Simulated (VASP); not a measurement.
# GaN (NiAs type) (P6_3/mmc) in VASP: notebook

Runs on GaN (NiAs type). Level: PBE. Tasks: relaxation of cell and atoms, single point.

All numbers are computed with VASP 6.6.1; they aren't measurements. Logs are shortened: lines on timing, memory, paths and dates and some standing lists are left out, and cuts for length are marked.

### Step 1. The cell of the first run

The structure is hexagonal, space group P6_3/mmc (No. 194). Conventional cell: a = 2.827 Å, b = 2.827 Å, c = 4.382 Å, α = 90.00°, β = 90.00°, γ = 120.00°. Ga (site symmetry -3m) has 6 N at 1.97 Å and 2 Ga at 2.19 Å within 2.6 Å. Within 2.6 Å of N (site symmetry -6m2) lie 6 Ga at 1.97 Å.

### Step 2. Relaxation of cell and atoms, PBE, target pressure 91 GPa, at which the enthalpy is minimised

File INCAR:

```
SYSTEM = GaN
PREC = Accurate
ENCUT = 600
EDIFF = 1E-6
ISMEAR = -1
SIGMA = 0.1
LREAL = .False.
LASPH = .True.
NELM = 80
ALGO = Normal
ISIF = 3
LWAVE = .False.
LCHARG = .False.
GGA = PE
IBRION = 2
NSW = 60
EDIFFG = -0.005
PSTRESS = 910.0
```

File KPOINTS:

```
regular mesh
0
Gamma
  12 12 7
  0 0 0
```

File POSCAR:

```
GaN
1.0
    2.8271850365      0.0000000000      0.0000000000
   -1.4135925183      2.4484140628      0.0000000000
    0.0000000000      0.0000000000      4.3821368066
Ga N
2 2
Direct
    0.0000000000      0.0000000000      0.0000000000
    0.0000000000      0.0000000000      0.5000000000
    0.3333333333      0.6666666667      0.2500000000
    0.6666666667      0.3333333333      0.7500000000
```

Potentials or basis: VASP PAW PBE potentials, release 64 (Ga_d, N).

Launch:

```console
> cat potpaw_PBE.64/Ga_d/POTCAR potpaw_PBE.64/N/POTCAR > POTCAR
> mpirun -np 1 vasp_std > vasp.out
```

OUTCAR:

```text
SYSTEM = GaN
   PREC = Accurate
   ENCUT = 600
   EDIFF = 1E-6
   ISMEAR = -1
   LREAL = .False.
   LASPH = .True.
   NELM = 80
   ISIF = 3
   GGA = PE
   IBRION = 2
   NSW = 60
   EDIFFG = -0.005
   PSTRESS = 910.0

 ion  position               nearest neighbor table
   1  0.000  0.000  0.000-   3 1.97   4 1.97   4 1.97   3 1.97   4 1.97   3 1.97   2 2.19   2 2.19

   2  0.000  0.000  0.500-   3 1.97   4 1.97   4 1.97   3 1.97   4 1.97   3 1.97   1 2.19   1 2.19

   3  0.333  0.667  0.250-   1 1.97   2 1.97   1 1.97   2 1.97   1 1.97   2 1.97
   4  0.667  0.333  0.750-   1 1.97   2 1.97   1 1.97   2 1.97   1 1.97   2 1.97

  LATTYP: Found a hexagonal cell.
 ALAT       =     2.8271850365
 C/A-ratio  =     1.5500000000

  Lattice vectors:

 A1 = (   2.8271850365,   0.0000000000,   0.0000000000)
 A2 = (  -1.4135925183,   2.4484140628,   0.0000000000)
 A3 = (   0.0000000000,   0.0000000000,   4.3821368066)

Analysis of symmetry for initial positions (statically):
=====================================================================
 Subroutine PRICEL returns:
 Original cell was already a primitive cell.

 Routine SETGRP: Setting up the symmetry group for a
 hexagonal supercell.

 Subroutine GETGRP returns: Found 24 space group operations
 (whereof 12 operations were pure point group operations)
 out of a pool of 24 trial point group operations.

The static configuration has the point symmetry D_3d.
 The point group associated with its full space group is D_6h.

Analysis of symmetry for dynamics (positions and initial velocities):
=====================================================================
 Subroutine PRICEL returns:
 Original cell was already a primitive cell.

 Routine SETGRP: Setting up the symmetry group for a
 hexagonal supercell.

 Subroutine GETGRP returns: Found 24 space group operations
 (whereof 12 operations were pure point group operations)
 out of a pool of 24 trial point group operations.

The dynamic configuration has the point symmetry D_3d.
 The point group associated with its full space group is D_6h.

 Subroutine INISYM returns: Found 24 space group operations
 (whereof 12 operations are pure point group operations),
 and found     1 'primitive' translations

----------------------------------------------------------------------------------------

                                     Primitive cell

  volume of cell :      30.3337

  direct lattice vectors                    reciprocal lattice vectors
     2.827185036  0.000000000  0.000000000     0.353708720  0.204213825  0.000000000
    -1.413592518  2.448414063  0.000000000     0.000000000  0.408427649  0.000000000
     0.000000000  0.000000000  4.382136807     0.000000000  0.000000000  0.228199174

  length of vectors
     2.827185036  2.827185037  4.382136807     0.408427649  0.408427649  0.228199174

  position of ions in fractional coordinates (direct lattice)
     0.000000000  0.000000000  0.000000000
     0.000000000  0.000000000  0.500000000
     0.333333333  0.666666667  0.250000000
     0.666666667  0.333333333  0.750000000

  ion indices of the primitive-cell ions
   primitive index   ion index
                 1           1
                 2           2
                 3           3
                 4           4

----------------------------------------------------------------------------------------

 KPOINTS: regular mesh

Automatic generation of k-mesh.
 Grid dimensions read from file:
 generate k-points for:   12   12    7

 Generating k-lattice:

  Cartesian coordinates                     Fractional coordinates (reciprocal lattice)
     0.029475727  0.017017819  0.000000000     0.083333333  0.000000000  0.000000000
     0.000000000  0.034035637  0.000000000     0.000000000  0.083333333  0.000000000
     0.000000000  0.000000000  0.032599882     0.000000000  0.000000000  0.142857143

  Length of vectors
     0.034035637  0.034035637  0.032599882

  Shift w.r.t. Gamma in fractional coordinates (k-lattice)
     0.000000000  0.000000000  0.000000000

 Subroutine IBZKPT returns following result:
 ===========================================

 Found     76 irreducible k-points:

 Following reciprocal coordinates:
            Coordinates               Weight
  0.000000  0.000000  0.000000      1.000000
  0.083333  0.000000  0.000000      6.000000
  0.166667  0.000000  0.000000      6.000000
  0.250000  0.000000  0.000000      6.000000
  0.333333  0.000000  0.000000      6.000000
  0.416667 -0.000000  0.000000      6.000000
[... 16 lines left out ...]
  0.250000  0.000000  0.142857     12.000000
  0.333333  0.000000  0.142857     12.000000
 [... further k-points ...]
   k-points           NKPTS =     76   k-points in BZ     NKDIM =     76   number of bands    NBANDS=     22
   number of dos      NEDOS =    301   number of ions     NIONS =      4
   total plane-waves  NPLWV =  20736
   dimension x,y,z NGX =    24 NGY =   24 NGZ =   36
   dimension x,y,z NGXF=    48 NGYF=   48 NGZF=   72
   ions per type =               2   2
   NGX,Y,Z   is equivalent  to a cutoff of  14.11, 14.11, 13.66 a.u.
   NGXF,Y,Z  is equivalent  to a cutoff of  28.23, 28.23, 27.31 a.u.
 SYSTEM =  GaN
   PREC   = accura    normal or accurate (medium, high low for compatibility)
   ISTART =      0    job   : 0-new  1-cont  2-samecut
   ICHARG =      2    charge: 1-file 2-atom 10-const
   ISPIN  =      1    spin polarized calculation?
   LNONCOLLINEAR =      F non collinear calculations
   LSORBIT =      F    spin-orbit coupling
   LASPH  =      T    aspherical Exc in radial PAW
   ENCUT  =  600.0 eV  44.10 Ry    6.64 a.u.   5.65  5.65  8.75*2*pi/ulx,y,z
   NELM   =     80;   NELMIN=  2; NELMDL= -5     # of ELM steps
   EDIFF  = 0.1E-05   stopping-criterion for ELM
   LREAL  =      F    real-space projection
   EDIFFG = -.5E-02   stopping-criterion for IOM
   NSW    =     60    number of steps for IOM
   IBRION =      2    ionic relax: 0-MD 1-quasi-New 2-CG
   NFREE  =      1    steps in history (QN), initial steepest desc. (CG)
   ISIF   =      3    stress and relaxation
   ISYM   =      2    0-nonsym 1-usesym 2-fastsym
   POTIM  = 0.5000    time-step for ionic-motion
   TEBEG  =    0.0;   TEEND  =   0.0 temperature during run
   PSTRESS=  910.0 pullay stress
   NELECT =      36.0000    total number of electrons
   NUPDOWN=      -1.0000    fix difference up-down
   EMIN   =  10.00;   EMAX   =-10.00  energy-range for DOS
   EFERMI =   0.00;   METHOD = LEGACY
   ISMEAR =    -1;   SIGMA  =   0.10  broadening in eV -4-tet -1-fermi 0-gaus
   EFERMI_NEDOS =   21; number of points for ismear=-14 and -15
   IALGO  =     38    algorithm
   IMIX   =      4    mixing-type and parameters
     AMIX     =   0.40;   BMIX     =  1.00
     AMIX_MAG =   1.60;   BMIX_MAG =  1.00
  volume/ion in A,a.u.               =       7.58        51.18
  Fermi-wavevector in a.u.,A,eV,Ry     =   1.733274  3.275414 40.875168  3.004240
  Thomas-Fermi vector in A             =   2.807292
   LORBIT       =      0    0 simple, 1 ext, 2 COOP (PROOUT), +10 PAW based schemes
   GGA     = PE    functional components
   LHFCALC =     F    Hartree Fock is set to
   AEXX    =    0.0000 exact exchange contribution
   IVDW    =     0    specifies the selected vdW correction
   LEPSILON=     F    determine dielectric tensor
   LRPA    =     F    only Hartree local field effects (RPA)
 conjugate gradient relaxation of ions
 non-spin polarized calculation
  energy-cutoff  :      600.00
  volume of cell :       30.33
 maximum number of plane-waves:      1034
 NGX is ok and might be reduce to    24
   NGX = 11   NGY = 11   NGZ = 17

--------------------------------------- Ionic step        1  -------------------------------------------

 number of electron      36.0000011 magnetization

 Free energy of the ion-electron system (eV)
  ---------------------------------------------------
  ext. energy  EPLUGINS =         0.00000000
  ---------------------------------------------------
  free energy    TOTEN  =       -18.88406595 eV

  energy without entropy =      -18.88406595  energy(sigma->0) =      -18.88406595

------------------------ aborting loop because EDIFF is reached ----------------------------------------

  FORCE on cell =-STRESS in cart. coord.  units (eV):
  Direction    XX          YY          ZZ          XY          YZ          ZX
  --------------------------------------------------------------------------------------
  -------------------------------------------------------------------------------------
  Total       14.9482865     14.9482865     31.8944030     -0.0000000      0.0000000      0.0000000
  in kB      789.5451400    789.5451400   1684.6125417     -0.0000000      0.0000000      0.0000000
  external PRESSURE =     177.9009406 kB  Pullay stress =     910.0000000 kB

 VOLUME and BASIS-vectors are now :
 -----------------------------------------------------------------------------
  energy-cutoff  :      600.00
  volume of cell :       30.33
      direct lattice vectors                 reciprocal lattice vectors
     2.827185036  0.000000000  0.000000000     0.353708720  0.204213825  0.000000000
    -1.413592518  2.448414063  0.000000000     0.000000000  0.408427649  0.000000000
     0.000000000  0.000000000  4.382136807     0.000000000  0.000000000  0.228199174
[... 290 lines left out ...]
  FREE ENERGIE OF THE ION-ELECTRON SYSTEM (eV)
  ---------------------------------------------------
  free  energy   TOTEN  =       -19.8275136366 eV

  energy  without entropy=      -19.8275134769  energy(sigma->0) =      -19.82751356

  enthalpy is  TOTEN    =        -2.3087777382 eV   P V=       17.5187358983

--------------------------------------- Ionic step        9  -------------------------------------------

 number of electron      35.9999983 magnetization

 Free energy of the ion-electron system (eV)
  ---------------------------------------------------
  ext. energy  EPLUGINS =         0.00000000
  ---------------------------------------------------
  free energy    TOTEN  =       -19.83967324 eV

  energy without entropy =      -19.83967307  energy(sigma->0) =      -19.83967315

 E-fermi :  12.3018     XC(G=0): -14.2438

 val. band max:       10.8993463117   @ k =   0.0833   0.0000   0.0000
 cond. band min:      13.4184841494   @ k =   0.3333   0.3333   0.0000
 fundamental gap:      2.5191378376
 Fermi energy:        12.3017679586

 k-point     1 :       0.0000    0.0000    0.0000
  band No.  band energies     occupation
      1      -8.9209      2.00000
      2      -5.2001      2.00000
      3      -4.1261      2.00000
      4      -3.8021      2.00000
      5      -3.8021      2.00000
      6      -3.7778      2.00000
[... 14 lines left out ...]
     21      22.7413      0.00000
     22      22.9669      0.00000
[... 552 lines left out ...]
  band No.  band energies     occupation
      1      -6.7748      2.00000
      2      -5.8357      2.00000
      3      -4.0034      2.00000
      4      -3.8383      2.00000
      5      -3.7732      2.00000
      6      -3.6993      2.00000
[... 14 lines left out ...]
     21      18.7003      0.00000
     22      20.8904      0.00000

 [... further k-points ...]
[... 5 lines left out ...]
  --------------------------------------------------------------------------------------
  -------------------------------------------------------------------------------------
  Total       17.5401909     17.5401909     17.5416806     -0.0000000      0.0000000     -0.0000000
  in kB      910.4875757    910.4875757    910.5649036     -0.0000000      0.0000000     -0.0000000
  external PRESSURE =       0.5133516 kB  Pullay stress =     910.0000000 kB

 VOLUME and BASIS-vectors are now :
 -----------------------------------------------------------------------------
  energy-cutoff  :      600.00
  volume of cell :       30.87
      direct lattice vectors                 reciprocal lattice vectors
     2.740665756 -0.000000000  0.000000000     0.364874848  0.210660591 -0.000000000
    -1.370332878  2.373486168 -0.000000000     0.000000000  0.421321183  0.000000000
     0.000000000 -0.000000000  4.744911262    -0.000000000 -0.000000000  0.210752097

 POSITION                                       TOTAL-FORCE (eV/Angst)
 -----------------------------------------------------------------------------------
      0.00000      0.00000      0.00000         0.000000     -0.000000     -0.000000
      0.00000     -0.00000      2.37246        -0.000000      0.000000     -0.000000
     -0.00000      1.58232      1.18623        -0.000000      0.000000     -0.000000
      1.37033      0.79116      3.55868         0.000000     -0.000000      0.000000
 -----------------------------------------------------------------------------------
    total drift:                               -0.000000      0.000000      0.000000

  FREE ENERGIE OF THE ION-ELECTRON SYSTEM (eV)
  ---------------------------------------------------
  free  energy   TOTEN  =       -19.8396732388 eV

  energy  without entropy=      -19.8396730671  energy(sigma->0) =      -19.83967315

  enthalpy is  TOTEN    =        -2.3088753320 eV   P V=       17.5307979068

 reached required accuracy - stopping structural energy minimisation
```

It took 4.3 min on 1 thread of Intel Xeon Platinum 8375C at 2.90GHz (Ice Lake), shared host; peak memory 0.2 GiB.

Results:

- Free energy: -19.8397 eV
- Relaxed volume: 7.72 Å³/atom
- Relaxed cell: a = 2.741 Å, b = 2.741 Å, c = 4.745 Å, α = 90.00°, β = 90.00°, γ = 120.00°
- Space group after relaxing (to 0.05 Å): P6_3/mmc (No. 194)
- Energy change on relaxing (the enthalpy is what falls): -238.9 meV/atom
- Ionic steps: 9
- Pressure after relaxing: 91.1 GPa
- Band gap on the k mesh: 2.52 eV, indirect (least direct gap 4.34 eV)

The path:
```tsv
step	energy change (eV)	largest force (eV/Å)	pressure (GPa)	volume (Å³)
1	0.0000	0.0000	108.79	30.33
2	-1.8144	0.0000	46.48	33.76
3	-1.5331	0.0000	72.68	32.02
4	-1.4814	0.0000	74.56	31.93
5	0.2329	0.0000	123.40	29.19
6	-0.9856	0.0000	89.99	30.92
7	-0.9681	0.0000	90.61	30.89
8	-0.9434	0.0000	91.62	30.84
9	-0.9556	0.0000	91.05	30.87
```

Final structure:
```yaml
crystal:
  lattice:
    - [2.74067, 0.00000, 0.00000]
    - [-1.37033, 2.37349, 0.00000]
    - [0.00000, 0.00000, 4.74491]
  atoms:
    - { symbol: Ga, position: [0.00000, 0.00000, 0.00000] }
    - { symbol: Ga, position: [0.00000, 0.00000, 0.50000] }
    - { symbol: N, position: [0.33333, 0.66667, 0.25000] }
    - { symbol: N, position: [0.66667, 0.33333, 0.75000] }
```

Caveat: the cell is relaxed towards a set pressure, so the enthalpy falls and the energy may rise.

### Step 3. Single point, PBE

This run uses another cell than the first one, of 7.70 Å³/atom, 1.016 times its volume.

File INCAR:

```
PREC     = Accurate       # precision mode
ENCUT    = 520            # plane-wave cutoff, eV
EDIFF    = 1E-6           # SCF threshold, eV
ISMEAR   = -1             # smearing method
SIGMA    = 0.1            # smearing width, eV
LREAL    = F              # projectors in reciprocal space
LASPH    = T              # aspherical terms in the spheres
NELM     = 80             # most SCF steps
ALGO     = Normal         # electronic algorithm
ISIF     = 2              # what is computed and relaxed
LWAVE    = F              # write WAVECAR
LCHARG   = F              # write CHGCAR
GGA      = PE             # functional
NBANDS   = 26             # bands
```

File KPOINTS:

```
Automatic mesh
0
Gamma
  12 12 7
```

File POSCAR:

```
GaN
1.0
    2.7390364142      0.0000000000      0.0000000000
   -1.3695182071      2.3720751166      0.0000000000
    0.0000000000      0.0000000000      4.7413997215
Ga N
2 2
Direct
    0.0000000000      0.0000000000      0.0000000000
    0.0000000000      0.0000000000      0.5000000000
    0.3333333333      0.6666666667      0.2500000000
    0.6666666667      0.3333333333      0.7500000000
```

Potentials or basis: VASP PAW PBE potentials, release 64 (Ga_d, N).

Launch:

```console
> cat potpaw_PBE.64/Ga_d/POTCAR potpaw_PBE.64/N/POTCAR > POTCAR
> mpirun -np 1 vasp_std > vasp.out
```

Wall time 32 s (1 thread of Intel Xeon Platinum 8559C (Emerald Rapids), shared host); peak memory 0.17 GiB.

The run converged. Its results:

```
Free energy            : -19.8026 eV
Pressure               : 92.2 GPa
Band gap on the k mesh : 2.53 eV, indirect (least direct gap 4.37 eV)
```

Stress tensor (GPa, compression positive):
```
92.09  0.00  0.00
 0.00 92.09  0.00
 0.00  0.00 92.28
```

Levels at points of the mesh, in eV from the valence-band top:
```csv
k point,band 16,band 17,band 18,band 19,band 20,band 21
"(0.00, 0.00, 0.00)",-0.81,-0.04,-0.04,4.32,6.07,11.87
"(0.50, 0.00, 0.00)",-3.69,-3.16,-0.28,5.02,6.09,6.52
```

A k mesh can miss the band edges. Expect the measured gap to be larger: semilocal functionals such as PBE lack the derivative discontinuity.

### Step 4. Single point, PBE

This run uses another cell than the first one, of 7.70 Å³/atom, 1.016 times its volume.

File INCAR:

```
SYSTEM = GaN
PREC = Accurate
ENCUT = 520
EDIFF = 1E-6
ISMEAR = -1
SIGMA = 0.1
LREAL = .False.
LASPH = .True.
NELM = 60
ALGO = Normal
ISIF = 2
LWAVE = .False.
LCHARG = .True.
GGA = PE
LELF = .True.
LVHAR = .True.
NBANDS = 26
```

File KPOINTS:

```
regular mesh
0
Gamma
  12 12 7
  0 0 0
```

POSCAR is that of step 3.

Launch:

```console
> cat potpaw_PBE.64/Ga_d/POTCAR potpaw_PBE.64/N/POTCAR > POTCAR
> mpirun -np 1 vasp_std > vasp.out
```

Wall time 31 s (1 thread of Intel Xeon Platinum 8559C (Emerald Rapids), shared host); peak memory 0.17 GiB.

The run converged. Its results:

* Free energy: -19.8026 eV
* Pressure: 92.2 GPa
* Band gap on the k mesh: 2.53 eV, indirect (least direct gap 4.37 eV)

Stress tensor (GPa, compression positive):
```
92.09  0.00  0.00
 0.00 92.09  0.00
 0.00  0.00 92.28
```

Levels at points of the mesh, in eV from the valence-band top:
| k point | band 14 | band 15 | band 16 | band 17 | band 18 | band 19 | band 20 | band 21 | band 22 | band 23 |
| --- | --- | --- | --- | --- | --- | --- | --- | --- | --- | --- |
| (0.00, 0.00, 0.00) | -1.64 | -0.81 | -0.81 | -0.04 | -0.04 | 4.32 | 6.07 | 11.87 | 12.08 | 12.08 |
| (0.50, 0.00, 0.00) | -7.74 | -6.61 | -3.69 | -3.16 | -0.28 | 5.02 | 6.09 | 6.52 | 10.16 | 10.36 |
